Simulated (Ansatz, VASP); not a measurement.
**HfSi3Mo3 in VASP and in Ansatz**

The input INCAR:

```
SYSTEM = HfSi3Mo3
  PREC = Accurate
  ENCUT = 600
  EDIFF = 1E-6
  ISMEAR = 0
  SIGMA = 0.1
  LREAL = .False.
  LASPH = .True.
  NELM = 100
  ALGO = Normal
  ISIF = 3
  LWAVE = .False.
  LCHARG = .False.
  GGA = PE
  IBRION = 2
  NSW = 90
  EDIFFG = -0.04
```

KPOINTS

```
regular mesh
0
Gamma
  4 4 4
  0 0 0
```

Contents of POSCAR:

```
HfSi3Mo3
1.0
    4.9952220400      0.0000000000      0.0000000000
    0.0000000000      4.9952220400      0.0000000000
    0.0000000000      0.0000000000      4.9952220400
Hf Si Mo
1 3 3
Direct
    0.5000000000      0.5000000000      0.5000000000
    0.5000000000      0.0000000000      0.0000000000
    0.0000000000      0.5000000000      0.0000000000
    0.0000000000      0.0000000000      0.5000000000
    0.5000000000      0.5000000000      0.0000000000
    0.0000000000      0.5000000000      0.5000000000
    0.5000000000      0.0000000000      0.5000000000
```

Input for Ansatz:

```yaml
crystal:
  lattice:
    - [4.99522204, 0.0, 0.0]
    - [0.0, 4.99522204, 0.0]
    - [0.0, 0.0, 4.99522204]
  atoms:
    - { symbol: Hf, position: [0.5, 0.5, 0.5] }
    - { symbol: Si, position: [0.5, 0.0, 0.0] }
    - { symbol: Si, position: [0.0, 0.5, 0.0] }
    - { symbol: Si, position: [0.0, 0.0, 0.5] }
    - { symbol: Mo, position: [0.5, 0.5, 0.0] }
    - { symbol: Mo, position: [0.0, 0.5, 0.5] }
    - { symbol: Mo, position: [0.5, 0.0, 0.5] }
basis:
  ecutwfc: 420
kpoints:
  mp_grid: { grid: [4, 4, 4] }
hamiltonian:
  xc: pbe
scf:
  occupations: { method: gaussian, width: 0.1 }
  lower_state_search: "off"
output:
  forces: true
  stress: true
  eigenvalues: true
relax:
  adjacent_minimum: "off"
  f_tol: 0.04
  max_steps: 70
  cell: { stress_tol: 0.4 }
```

Change from the starting cell: species swapped into the La3GaBr3 type (Pm-3m, No. 221).

Alike in both runs: task relaxation of cell and atoms; functional PBE; k mesh 4 × 4 × 4; occupations gaussian, width 0.1 eV; no spin polarisation.

|  | VASP | Ansatz |
| --- | --- | --- |
| version | VASP 6.6.1 | Ansatz 0.2.0 |
| potentials or method | VASP PAW PBE potentials, release 64 (Hf_pv, Si, Mo_sv), cutoff 600 eV | scalar-relativistic, plane waves, PAW |
| valence electrons in the cell | 64 | 80 |

```tsv
	VASP	Ansatz	Ansatz less VASP
gap on the k mesh at the Fermi level, each at its own relaxed structure (eV)	none	none	-
relaxed volume (Å³/atom)	19.47	19.45	-0.016
relaxed length of the cell vector where the two differ most in proportion (Å)	5.146	5.145	-0.0014
```

A gap of «none» marks a metal or a gap that the smearing closes. VASP's potentials hold 64 valence electrons a cell and Ansatz's 80, so a difference there can come from the potentials and not from the codes.

Neither program's run includes spin-orbit coupling.
